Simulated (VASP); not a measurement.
GaN: dielectric tensor with r2SCAN

The system is GaN.

```
Ga N
1.0
     3.18315    0.00000    0.00000
    -1.59157    2.75669    0.00000
     0.00000    0.00000    5.13179
Ga N
2 2
Cartesian
  0.0000 1.8378 -0.0088
  1.5916 0.9189 2.5571
  0.0000 1.8378 1.9332
  1.5916 0.9189 4.4991
```

This cell differs from its parent crystal: uniaxial z strain -1.0%.

```yaml
Program: VASP 6.6.1
Task: dielectric tensor
Functional: r2SCAN
Potentials_or_basis: VASP PAW PBE potentials, release 64 (Ga_d, N)
Cutoff: 520 eV
k_mesh: 9 × 9 × 4
Occupations: gaussian, width 0.01 eV
Spin: no spin polarisation
Dipole_correction: no
Further_INCAR_settings: ALGO = Normal; EDIFF = 1e-08
```

| Item | Value |
| --- | --- |
| Band gap on the k mesh | 2.43 eV |
| Electronic dielectric tensor (diagonal) | 5.28, 5.28, 5.36 |
| Born charges (mean of the diagonal) | Ga +2.67; N -2.67 e |

Levels at points of the mesh, in eV from the valence-band top:
| k point | band 16 | band 17 | band 18 | band 19 | band 20 | band 21 |
| --- | --- | --- | --- | --- | --- | --- |
| (0.00, 0.00, 0.00) | -0.02 | -0.02 | 0.00 | 2.43 | 4.77 | 10.10 |
| (0.00, 0.00, 0.50) | -0.59 | -0.59 | -0.59 | 4.80 | 4.80 | 9.27 |

Electronic dielectric tensor:
```
5.28 0.00 0.00
0.00 5.28 0.00
0.00 0.00 5.36
```

Born effective charge tensors (e):
atom 1, Ga
```
2.63 0.00 0.00
0.00 2.63 0.00
0.00 0.00 2.75
```
atom 2, Ga
```
2.63 0.00 0.00
0.00 2.63 0.00
0.00 0.00 2.75
```
atom 3, N
```
-2.63  0.00  0.00
 0.00 -2.63  0.00
 0.00  0.00 -2.75
```
atom 4, N
```
-2.63  0.00  0.00
 0.00 -2.63  0.00
 0.00  0.00 -2.75
```

Dipole moments of the cell (e·Å, modulo the quantum): ionic 0.000, 0.000, 39.630; electronic 0.000, 0.000, -5.094

It took 69 min on 1 thread of Intel(R) Xeon(R) Platinum 8488C (Sapphire Rapids) (shared host), peak memory 0.69 GiB.

Caveat: the cell differs from its parent crystal (uniaxial z strain -1.0%).
